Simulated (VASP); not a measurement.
# TaN in VASP: a series of runs

Runs on TaN. Level: PBEsol. Tasks: single point.

All numbers are computed with VASP 6.6.1; they aren't measurements. Logs are shortened: lines on timing, memory, paths and dates and some standing lists are left out, and cuts for length are marked.

## (1) The cell of the first run

It takes space group P-6m2 (No. 187, hexagonal). Conventional cell: a = 2.924 Å, b = 2.924 Å, c = 2.871 Å, α = 90.00°, β = 90.00°, γ = 120.00°. Ta (site symmetry -6m2) has 6 N at 2.22 Å and 8 Ta at 2.87 to 2.92 Å within 3.0 Å. Within 3.0 Å of N (site symmetry -6m2) lie 6 Ta at 2.22 Å and 8 N at 2.87 to 2.92 Å.

## (2) Single point, PBEsol

Input file INCAR:

```
  PREC = Accurate
  ENCUT = 520
  EDIFF = 1E-6
  ISMEAR = 0
  SIGMA = 0.15
  LREAL = False
  LASPH = True
  NELM = 60
  ALGO = Normal
  ISIF = 2
  LWAVE = False
  LCHARG = False
  GGA = PS
  NBANDS = 33
```

Input file KPOINTS:

```
regular mesh
0
Gamma
  23 23 7
```

Input file POSCAR:

```
TaN
1.0
   -2.9239890447      0.0000000000      0.0000000000
   -1.4619945224     -2.5322487931      0.0000000000
    0.0000000000      0.0000000000      8.6121829280
Ta N
3 3
Direct
    0.3333333333      0.3333333333      0.1666666667
    0.3333333333      0.3333333333      0.5000000000
    0.3333333333      0.3333333333      0.8333333333
    0.0000000000      0.0000000000      0.0000000000
    0.0000000000      0.0000000000      0.3333333333
    0.0000000000      0.0000000000      0.6666666667
```

Potentials or basis: VASP PAW PBE potentials, release 64 (Ta_pv, N).

Started as:

```bash
cat potpaw_PBE.64/Ta_pv/POTCAR potpaw_PBE.64/N/POTCAR > POTCAR
mpirun -np 1 vasp_std > vasp.out
```

OUTCAR:

```text
PREC = Accurate
   ENCUT = 520
   EDIFF = 1E-6
   ISMEAR = 0
   LREAL = False
   LASPH = True
   NELM = 60
   ISIF = 2
   GGA = PS

 ion  position               nearest neighbor table
   1  0.333  0.333  0.167-   5 2.22   5 2.22   5 2.22   4 2.22   4 2.22   4 2.22   2 2.87   3 2.87

   2  0.333  0.333  0.500-   5 2.22   6 2.22   5 2.22   6 2.22   5 2.22   6 2.22   1 2.87   3 2.87

   3  0.333  0.333  0.833-   6 2.22   6 2.22   6 2.22   4 2.22   4 2.22   4 2.22   2 2.87   1 2.87

   4  0.000  0.000  0.000-   1 2.22   3 2.22   1 2.22   3 2.22   1 2.22   3 2.22
   5  0.000  0.000  0.333-   1 2.22   1 2.22   1 2.22   2 2.22   2 2.22   2 2.22
   6  0.000  0.000  0.667-   3 2.22   3 2.22   3 2.22   2 2.22   2 2.22   2 2.22

  LATTYP: Found a hexagonal cell.
 ALAT       =     2.9239890447
 C/A-ratio  =     2.9453540339

  Lattice vectors:

 A1 = (   1.4619945224,   2.5322487931,   0.0000000000)
 A2 = (  -2.9239890447,   0.0000000000,   0.0000000000)
 A3 = (   0.0000000000,   0.0000000000,   8.6121829280)

Analysis of symmetry for initial positions (statically):
=====================================================================
 Subroutine PRICEL returns following result:

  LATTYP: Found a hexagonal cell.
 ALAT       =     2.9239890447
 C/A-ratio  =     0.9817846779

  Lattice vectors:

 A1 = (   1.4619945224,   2.5322487931,   0.0000000000)
 A2 = (  -2.9239890447,   0.0000000000,   0.0000000000)
 A3 = (   0.0000000000,   0.0000000000,   2.8707276424)

   3 primitive cells build up your supercell.

 Routine SETGRP: Setting up the symmetry group for a
 hexagonal supercell.

 Subroutine GETGRP returns: Found 12 space group operations
 (whereof 12 operations were pure point group operations)
 out of a pool of 24 trial point group operations.

The static configuration has the point symmetry D_3h.

Analysis of symmetry for dynamics (positions and initial velocities):
=====================================================================
 Subroutine PRICEL returns following result:

  LATTYP: Found a hexagonal cell.
 ALAT       =     2.9239890447
 C/A-ratio  =     0.9817846779

  Lattice vectors:

 A1 = (   1.4619945224,   2.5322487931,   0.0000000000)
 A2 = (  -2.9239890447,   0.0000000000,   0.0000000000)
 A3 = (   0.0000000000,   0.0000000000,   2.8707276424)

   3 primitive cells build up your supercell.

 Routine SETGRP: Setting up the symmetry group for a
 hexagonal supercell.

 Subroutine GETGRP returns: Found 12 space group operations
 (whereof 12 operations were pure point group operations)
 out of a pool of 24 trial point group operations.

The dynamic configuration has the point symmetry D_3h.

 Subroutine INISYM returns: Found 12 space group operations
 (whereof 12 operations are pure point group operations),
 and found     3 'primitive' translations

----------------------------------------------------------------------------------------

                                     Primitive cell

  volume of cell :      21.2556

  direct lattice vectors                    reciprocal lattice vectors
     1.461994522  2.532248793  0.000000000     0.000000000  0.394905904  0.000000000
    -2.923989045  0.000000000  0.000000000    -0.341998545  0.197452952  0.000000000
     0.000000000  0.000000000  2.870727642     0.000000000  0.000000000  0.348343739

  length of vectors
     2.923989045  2.923989045  2.870727642     0.394905904  0.394905904  0.348343739

  position of ions in fractional coordinates (direct lattice)
     0.666666667  0.333333333  0.500000000
     0.000000000  0.000000000  1.000000000

  ion indices of the primitive-cell ions
   primitive index   ion index
                 1           1
                 2           5

----------------------------------------------------------------------------------------

 KPOINTS: regular mesh

Automatic generation of k-mesh.
 Grid dimensions read from file:
 generate k-points for:   23   23    7

 Generating k-lattice:

  Cartesian coordinates                     Fractional coordinates (reciprocal lattice)
    -0.014869502  0.008584911  0.000000000     0.043478261 -0.000000000  0.000000000
     0.000000000 -0.017169822  0.000000000     0.000000000  0.043478261  0.000000000
     0.000000000  0.000000000  0.016587797     0.000000000  0.000000000  0.142857143

  Length of vectors
     0.017169822  0.017169822  0.016587797

  Shift w.r.t. Gamma in fractional coordinates (k-lattice)
     0.000000000  0.000000000  0.000000000

 Subroutine IBZKPT returns following result:
 ===========================================

 Found    224 irreducible k-points:

 Following reciprocal coordinates:
            Coordinates               Weight
  0.000000  0.000000  0.000000      1.000000
  0.043478  0.000000  0.000000      6.000000
  0.086957  0.000000  0.000000      6.000000
  0.130435  0.000000  0.000000      6.000000
  0.173913 -0.000000  0.000000      6.000000
  0.217391  0.000000  0.000000      6.000000
[... 16 lines left out ...]
 -0.478261  0.043478  0.000000      6.000000
  0.173913  0.086957  0.000000      6.000000
 [... further k-points ...]
   k-points           NKPTS =    224   k-points in BZ     NKDIM =    224   number of bands    NBANDS=     33
   number of dos      NEDOS =    301   number of ions     NIONS =      6
   total plane-waves  NPLWV =  36864
   dimension x,y,z NGX =    24 NGY =   24 NGZ =   64
   dimension x,y,z NGXF=    48 NGYF=   48 NGZF=  128
   ions per type =               3   3
   NGX,Y,Z   is equivalent  to a cutoff of  13.65, 13.65, 12.35 a.u.
   NGXF,Y,Z  is equivalent  to a cutoff of  27.29, 27.29, 24.71 a.u.
 SYSTEM =  unknown system
   PREC   = accura    normal or accurate (medium, high low for compatibility)
   ISTART =      0    job   : 0-new  1-cont  2-samecut
   ICHARG =      2    charge: 1-file 2-atom 10-const
   ISPIN  =      1    spin polarized calculation?
   LNONCOLLINEAR =      F non collinear calculations
   LSORBIT =      F    spin-orbit coupling
   LASPH  =      T    aspherical Exc in radial PAW
   ENCUT  =  520.0 eV  38.22 Ry    6.18 a.u.   5.44  5.44 16.01*2*pi/ulx,y,z
   NELM   =     60;   NELMIN=  2; NELMDL= -5     # of ELM steps
   EDIFF  = 0.1E-05   stopping-criterion for ELM
   LREAL  =      F    real-space projection
   EDIFFG = 0.1E-04   stopping-criterion for IOM
   NSW    =      0    number of steps for IOM
   IBRION =     -1    ionic relax: 0-MD 1-quasi-New 2-CG
   NFREE  =      0    steps in history (QN), initial steepest desc. (CG)
   ISIF   =      2    stress and relaxation
   ISYM   =      2    0-nonsym 1-usesym 2-fastsym
   POTIM  = 0.5000    time-step for ionic-motion
   TEBEG  =    0.0;   TEEND  =   0.0 temperature during run
   PSTRESS=    0.0 pullay stress
   NELECT =      48.0000    total number of electrons
   NUPDOWN=      -1.0000    fix difference up-down
   EMIN   =  10.00;   EMAX   =-10.00  energy-range for DOS
   EFERMI =   0.00;   METHOD = LEGACY
   ISMEAR =     0;   SIGMA  =   0.15  broadening in eV -4-tet -1-fermi 0-gaus
   EFERMI_NEDOS =   21; number of points for ismear=-14 and -15
   IALGO  =     38    algorithm
   IMIX   =      4    mixing-type and parameters
     AMIX     =   0.40;   BMIX     =  1.00
     AMIX_MAG =   1.60;   BMIX_MAG =  1.00
  volume/ion in A,a.u.               =      10.63        71.72
  Fermi-wavevector in a.u.,A,eV,Ry     =   1.489213  2.814204 30.174390  2.217755
  Thomas-Fermi vector in A             =   2.602150
   LORBIT       =      0    0 simple, 1 ext, 2 COOP (PROOUT), +10 PAW based schemes
   GGA     = PS    functional components
   LHFCALC =     F    Hartree Fock is set to
   AEXX    =    0.0000 exact exchange contribution
   IVDW    =     0    specifies the selected vdW correction
   LEPSILON=     F    determine dielectric tensor
   LRPA    =     F    only Hartree local field effects (RPA)
 non-spin polarized calculation
 Gauss-broadening in eV      SIGMA  =   0.15
  energy-cutoff  :      520.00
  volume of cell :       63.77
 maximum number of plane-waves:      1761
 NGX is ok and might be reduce to    24
   NGX = 11   NGY = 11   NGZ = 33

 number of electron      48.0000006 magnetization

 Free energy of the ion-electron system (eV)
  ---------------------------------------------------
  ext. energy  EPLUGINS =         0.00000000
  ---------------------------------------------------
  free energy    TOTEN  =       -71.41733670 eV

  energy without entropy =      -71.41490844  energy(sigma->0) =      -71.41612257

 E-fermi :   8.2161     XC(G=0): -13.5809

 val. band max:        8.1996870548   @ k =   0.0435   0.0000   0.4286
 cond. band min:       8.2292152933   @ k =   0.0435   0.0000   0.2857
 fundamental gap:      0.0295282385
 Fermi energy:         8.2161416812

 k-point     1 :       0.0000    0.0000    0.0000
  band No.  band energies     occupation
      1     -27.2489      2.00000
      2     -27.2489      2.00000
      3     -26.5033      2.00000
      4     -26.2282      2.00000
      5     -26.2282      2.00000
      6     -26.1640      2.00000
[... 25 lines left out ...]
     32      12.3749      0.00000
     33      12.3753      0.00000

 k-point     2 :       0.0435    0.0000    0.0000
  band No.  band energies     occupation
      1     -27.2444      2.00000
      2     -27.2444      2.00000
      3     -26.5005      2.00000
      4     -26.2504      2.00000
      5     -26.2329      2.00000
      6     -26.1844      2.00000
[... 25 lines left out ...]
     32      12.3196      0.00000
     33      12.3312      0.00000
[... 754 lines left out ...]
     32      13.7094      0.00000
     33      13.9989      0.00000

 k-point    24 :       0.1739    0.0870    0.0000
  band No.  band energies     occupation
      1     -27.1981      2.00000
      2     -27.1981      2.00000
      3     -26.4719      2.00000
      4     -26.4675      2.00000
      5     -26.3844      2.00000
      6     -26.3844      2.00000
[... 25 lines left out ...]
     32      12.0850      0.00000
     33      12.1136      0.00000

 [... further k-points ...]

------------------------ aborting loop because EDIFF is reached ----------------------------------------

  FORCE on cell =-STRESS in cart. coord.  units (eV):
  Direction    XX          YY          ZZ          XY          YZ          ZX
  --------------------------------------------------------------------------------------
  -------------------------------------------------------------------------------------
  Total        0.3118122      0.3118122      0.3971361      0.0000000      0.0000000      0.0000000
  in kB        7.8344463      7.8344463      9.9782554      0.0000000      0.0000000      0.0000000
  external PRESSURE =       8.5490494 kB  Pullay stress =       0.0000000 kB

 VOLUME and BASIS-vectors are now :
 -----------------------------------------------------------------------------
  energy-cutoff  :      520.00
  volume of cell :       63.77
      direct lattice vectors                 reciprocal lattice vectors
    -2.923989045  0.000000000  0.000000000    -0.341998545  0.197452952  0.000000000
    -1.461994522 -2.532248793  0.000000000     0.000000000 -0.394905904  0.000000000
     0.000000000  0.000000000  8.612182928     0.000000000  0.000000000  0.116114580

 POSITION                                       TOTAL-FORCE (eV/Angst)
 -----------------------------------------------------------------------------------
     -1.46199     -0.84408      1.43536        -0.000000      0.000000      0.000000
     -1.46199     -0.84408      4.30609         0.000000      0.000000      0.000000
     -1.46199     -0.84408      7.17682         0.000000     -0.000000      0.000000
      0.00000      0.00000      0.00000        -0.000000     -0.000000      0.000000
      0.00000      0.00000      2.87073        -0.000000     -0.000000      0.000000
      0.00000      0.00000      5.74146        -0.000000     -0.000000     -0.000000
 -----------------------------------------------------------------------------------
    total drift:                               -0.000000     -0.000000     -0.000000

  FREE ENERGIE OF THE ION-ELECTRON SYSTEM (eV)
  ---------------------------------------------------
  free  energy   TOTEN  =       -71.4173366963 eV

  energy  without entropy=      -71.4149084384  energy(sigma->0) =      -71.41612257
```

Wall time 19 min (1 thread of Intel Xeon 8259CL, shared host); peak memory 0.46 GiB.

Results:

```yaml
Free_energy: -71.4173 eV
Pressure: 0.9 GPa
Band_gap_on_the_k_mesh: zero (bands 24 and 25 overlap by 0.31 eV)
```

Caveat: the PAW data sets were made with another functional, which shifts forces and pressure a little; spin-orbit coupling is left out, which moves the levels of the heavy elements.

[end of part 1 of 2]

The gap in the log of VASP goes by the Fermi energy; the results here count the filled bands.